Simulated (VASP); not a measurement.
## TiSi6: relaxation of the atoms with PBEsol

System: TiSi6, a slab with vacuum.

```
Si Ti
1.0
     3.84172    0.00000    0.00000
    -1.92086    3.32702    0.00000
     0.00000    0.00000   26.05768
Si Ti
6 1
Cartesian
  0.0000 2.2180 8.5000
  0.0000 0.0000 9.2842
  0.0000 0.0000 11.6367
  1.9209 1.1090 12.4013
  1.9209 1.1090 14.8134
  0.0000 2.2180 15.4874
  0.0000 2.2180 18.2074
```

- Program: VASP 6.6.1
- Task: relaxation of the atoms
- Functional: PBEsol
- Potentials or basis: VASP PAW PBE potentials, release 64 (Si, Ti_sv)
- Cutoff: 520 eV
- k mesh: 9 × 9 × 1
- Occupations: gaussian, width 0.05 eV
- Spin: collinear spin
- Starting moments: [0.0, 0.0, 0.0, 0.0, 0.0, 0.0, 2.0] μB
- Dipole correction: yes
- Atoms held fixed (from 0): [0, 1, 2]
- Further INCAR settings: ALGO = Normal; EDIFF = 1e-06; IBRION = 2; EDIFFG = -0.03; NSW = 90

The energy gained by relaxing is 13.8 meV/atom and the ionic steps are 7. The band gap on the k mesh is zero (filled and empty bands overlap). The net moment is 2.00 μB per cell, the site moments are Si -0.18, -0.01, -0.04, -0.00, +0.01, -0.02; Ti +1.72 μB and the valence electrons inside the program's atomic spheres are Si 1.65, 1.68, 1.69, 1.67 (each value once); Ti 10.06.

The path:
```tsv
step	energy change (eV)	largest force on free atoms (eV/Å)	pressure (GPa)
1	0.0000	1.1267	-1.29
2	-0.0732	0.5448	-1.30
3	-0.0896	0.3063	-1.28
4	-0.0954	0.1031	-1.25
5	-0.0957	0.0797	-1.24
6	-0.0964	0.0501	-1.23
7	-0.0967	0.0279	-1.22
```

Final structure:
```
CELL_PARAMETERS angstrom
3.84172 0.00000 0.00000
-1.92086 3.32702 0.00000
0.00000 0.00000 26.05768
ATOMIC_POSITIONS crystal
Si 0.33333 0.66667 0.32620
Si 0.00000 0.00000 0.35629
Si 0.00000 0.00000 0.44658
Si 0.66667 0.33333 0.47612
Si 0.66667 0.33333 0.56781
Si 0.33333 0.66667 0.59803
Ti 0.33333 0.66667 0.69560
```

Levels at points of the mesh, in eV from the Fermi level:
Spin up:
| k point | band 17 | band 18 | band 19 | band 20 | band 21 | band 22 |
| --- | --- | --- | --- | --- | --- | --- |
| (0.00, 0.00, 0.00) | -0.09 | -0.03 | -0.03 | 0.01 | 0.56 | 0.56 |
Spin down:
```tsv
k point	band 14	band 15	band 16	band 17	band 18	band 19	band 20	band 21
(0.00, 0.00, 0.00)	-0.52	-0.52	-0.13	-0.13	0.47	1.13	1.72	1.72
```

It took 7.7 min on 4 MPI ranks on Intel(R) Xeon(R) 6975P-C (Granite Rapids) (shared host), peak memory 0.66 GiB a rank.

Caveat: the PAW data sets were made with another functional, which shifts forces and pressure a little.
